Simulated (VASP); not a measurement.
# Al3N in VASP: relaxation of the atoms with PBEsol

Aim: the relaxation of the atoms of Al3N with PBEsol.

Everything below comes from runs of VASP 6.6.1. Logs are shortened: lines on timing, memory, paths and dates and some standing lists are left out, and cuts for length are marked.

**1. The cell of the first run**

The cell holds a slab with vacuum, 4 atoms: a = 2.839 Å, b = 2.839 Å, c = 19.641 Å, α = 90.00°, β = 90.00°, γ = 90.00°.

**2. Relaxation of the atoms, PBEsol**

File INCAR:

```
ALGO = Fast
DIPOL = 0.5 0.5 0.350
EDIFF = 1E-6
EDIFFG = -0.025
ENCUT = 520
GGA = PS
IBRION = 2
IDIPOL = 3
ISIF = 2
ISMEAR = 0
LASPH = T
LCHARG = F
LDIPOL = T
LREAL = F
LWAVE = F
NELM = 60
NSW = 36
PREC = Accurate
SIGMA = 0.1
```

File KPOINTS:

```
k-points
0
Gamma
  9 9 1
```

File POSCAR:

```
Al3N
1.0
    2.8394270062      0.0000000000      0.0000000000
    0.0000000000      2.8394270062      0.0000000000
    0.0000000000      0.0000000000     19.6413451746
Al N
3 1
Selective dynamics
Direct
    0.5000000000      0.5000000000      0.2036520393  F F F
    0.0000000000      0.0000000000      0.3090064780  F F F
    0.5000000000      0.5000000000      0.4145003869  F F F
    0.8333333333      0.8333333333      0.4740489625  F F T
```

Potentials or basis: VASP PAW PBE potentials, release 64 (Al, N).

Run with:

```console
$ cat potpaw_PBE.64/Al/POTCAR potpaw_PBE.64/N/POTCAR > POTCAR
$ mpirun -np 1 vasp_std > vasp.out
```

OUTCAR:

```text
EDIFF = 1E-6
   EDIFFG = -0.025
   ENCUT = 520
   GGA = PS
   IBRION = 2
   ISIF = 2
   ISMEAR = 0
   LASPH = T
   LREAL = F
   NELM = 60
   NSW = 36
   PREC = Accurate

 ion  position               nearest neighbor table
   1  0.500  0.500  0.204-   2 2.88   2 2.88   2 2.88   2 2.88
   2  0.000  0.000  0.309-   1 2.88   1 2.88   1 2.88   1 2.88   3 2.89   3 2.89   3 2.89   3 2.89

   3  0.500  0.500  0.415-   4 1.78   4 2.42   4 2.42   2 2.89   2 2.89   2 2.89   2 2.89
   4  0.833  0.833  0.474-   3 1.78   3 2.42   3 2.42

  LATTYP: Found a simple tetragonal cell.
 ALAT       =     2.8394270062
 C/A-ratio  =     6.9173622466

  Lattice vectors:

 A1 = (   2.8394270062,   0.0000000000,   0.0000000000)
 A2 = (   0.0000000000,   2.8394270062,   0.0000000000)
 A3 = (   0.0000000000,   0.0000000000,  19.6413451746)

Analysis of symmetry for initial positions (statically):
=====================================================================
 Subroutine PRICEL returns:
 Original cell was already a primitive cell.

 Routine SETGRP: Setting up the symmetry group for a
 simple tetragonal supercell.

 Subroutine GETGRP returns: Found  2 space group operations
 (whereof  2 operations were pure point group operations)
 out of a pool of 16 trial point group operations.

The static configuration has the point symmetry C_1h.

Analysis of symmetry for dynamics (positions and initial velocities):
=====================================================================
 Subroutine PRICEL returns:
 Original cell was already a primitive cell.

 Routine SETGRP: Setting up the symmetry group for a
 simple tetragonal supercell.

 Subroutine GETGRP returns: Found  2 space group operations
 (whereof  2 operations were pure point group operations)
 out of a pool of 16 trial point group operations.

The dynamic configuration has the point symmetry C_1h.

Analysis of constrained symmetry for selective dynamics:
=====================================================================
 Subroutine PRICEL returns:
 Original cell was already a primitive cell.

 Routine SETGRP: Setting up the symmetry group for a
 simple tetragonal supercell.

 Subroutine GETGRP returns: Found  2 space group operations
 (whereof  2 operations were pure point group operations)
 out of a pool of 16 trial point group operations.

The constrained configuration has the point symmetry C_1h.

 Subroutine INISYM returns: Found  2 space group operations
[... 126 lines left out ...]
   LHFCALC =     F    Hartree Fock is set to
   AEXX    =    0.0000 exact exchange contribution
   IVDW    =     0    specifies the selected vdW correction
   LEPSILON=     F    determine dielectric tensor
   LRPA    =     F    only Hartree local field effects (RPA)
 conjugate gradient relaxation of ions
 non-spin polarized calculation
 RMM-DIIS sequential band-by-band and
 Gauss-broadening in eV      SIGMA  =   0.10
  energy-cutoff  :      520.00
  volume of cell :      158.36
 maximum number of plane-waves:      4292
 NGX is ok and might be reduce to    24
   NGX = 11   NGY = 11   NGZ = 73

--------------------------------------- Ionic step        1  -------------------------------------------

 number of electron      14.0000000 magnetization

 Free energy of the ion-electron system (eV)
  ---------------------------------------------------
  ext. energy  EPLUGINS =         0.00000000
  ---------------------------------------------------
  free energy    TOTEN  =       -17.99441104 eV

  energy without entropy =      -17.98890953  energy(sigma->0) =      -17.99166028

------------------------ aborting loop because EDIFF is reached ----------------------------------------

  FORCE on cell =-STRESS in cart. coord.  units (eV):
  Direction    XX          YY          ZZ          XY          YZ          ZX
  --------------------------------------------------------------------------------------
  -------------------------------------------------------------------------------------
  Total       -2.8940340     -2.8940340     -0.8113035      2.2219341      1.4160297      1.4160295
  in kB      -29.2807072    -29.2807072     -8.2084526     22.4806628     14.3268365     14.3268342
  external PRESSURE =     -22.2566223 kB  Pullay stress =       0.0000000 kB
[... 101 lines left out ...]
--------------------------------------- Ionic step        4  -------------------------------------------

 number of electron      14.0000000 magnetization

 dipolmoment           0.000000      0.000000      0.144898 electrons x Angstroem

 Free energy of the ion-electron system (eV)
  ---------------------------------------------------
  ext. energy  EPLUGINS =         0.00000000
  ---------------------------------------------------
  free energy    TOTEN  =       -18.14454401 eV

  energy without entropy =      -18.12907745  energy(sigma->0) =      -18.13681073

 E-fermi :  -1.3714     XC(G=0):  -4.5498

 val. band max:       -1.3909085237   @ k =  -0.2222   0.4444   0.0000
 cond. band min:      -1.3600792161   @ k =   0.0000   0.0000   0.0000
 fundamental gap:      0.0308293077
 Fermi energy:        -1.3714244793

 k-point     1 :       0.0000    0.0000    0.0000
  band No.  band energies     occupation
      1     -15.7520      2.00000
      2     -11.4055      2.00000
      3      -8.6291      2.00000
      4      -5.0859      2.00000
      5      -2.4107      2.00000
      6      -1.4515      1.74268
      7      -1.3601      0.87253
      8       0.8910      0.00000
      9       2.7768      0.00000
     10       4.0027      0.00000
     11       4.9663      0.00000
[... 309 lines left out ...]
 k-point    24 :       0.4444    0.4444    0.0000
  band No.  band energies     occupation
      1     -13.5629      2.00000
      2      -5.0980      2.00000
      3      -5.0541      2.00000
      4      -4.2426      2.00000
      5      -2.9600      2.00000
      6      -2.6821      2.00000
      7      -1.9177      2.00000
      8      -0.9865      0.00000
      9      -0.3330      0.00000
     10      -0.2241      0.00000
     11       0.7267      0.00000

 [... further k-points ...]

------------------------ aborting loop because EDIFF is reached ----------------------------------------

 vacuum level on the upper side and lower side of the slab       (xc-potential included)         1.573        -1.753

  FORCE on cell =-STRESS in cart. coord.  units (eV):
  Direction    XX          YY          ZZ          XY          YZ          ZX
  --------------------------------------------------------------------------------------
  -------------------------------------------------------------------------------------
  Total       -0.4572830     -0.4572830      0.7161426      4.4829276      3.4383127      3.4383124
  in kB       -4.6266114     -4.6266114      7.2456518     45.3565131     34.7875070     34.7875039
  external PRESSURE =      -0.6691903 kB  Pullay stress =       0.0000000 kB
[... 19 lines left out ...]
  FREE ENERGIE OF THE ION-ELECTRON SYSTEM (eV)
  ---------------------------------------------------
  free  energy   TOTEN  =       -18.1445440087 eV

  energy  without entropy=      -18.1290774504  energy(sigma->0) =      -18.13681073

 reached required accuracy - stopping structural energy minimisation

 vacuum level on the upper side and lower side of the slab         6.290         2.906
```

Run time: 6.7 min. Hardware: 1 thread of Oxide Virtual Turin-like, shared host; peak memory 0.26 GiB.

Results:

```yaml
Free_energy: -18.1445 eV
Energy_gained_by_relaxing: 37.5 meV/atom
Ionic_steps: 4
Band_gap_on_the_k_mesh: zero (bands 7 and 8 overlap by 0.33 eV)
```

Step by step:
| step | energy change (eV) | largest force on free atoms (eV/Å) | pressure (GPa) |
| --- | --- | --- | --- |
| 1 | 0.0000 | 1.4635 | -2.23 |
| 2 | -0.0854 | 0.9631 | -1.53 |
| 3 | -0.1464 | 0.2453 | 0.34 |
| 4 | -0.1501 | 0.0194 | -0.07 |

Final structure:
```yaml
crystal:
  lattice:
    - [2.83943, 0.00000, 0.00000]
    - [0.00000, 2.83943, 0.00000]
    - [0.00000, 0.00000, 19.64135]
  atoms:
    - { symbol: Al, position: [0.50000, 0.50000, 0.20365] }
    - { symbol: Al, position: [0.00000, 0.00000, 0.30901] }
    - { symbol: Al, position: [0.50000, 0.50000, 0.41450] }
    - { symbol: N, position: [0.83333, 0.83333, 0.46380] }
```

Caveat: the PAW data sets were made with another functional, which shifts forces and pressure a little.

The gap in the log of VASP goes by the Fermi energy; the results here count the filled bands.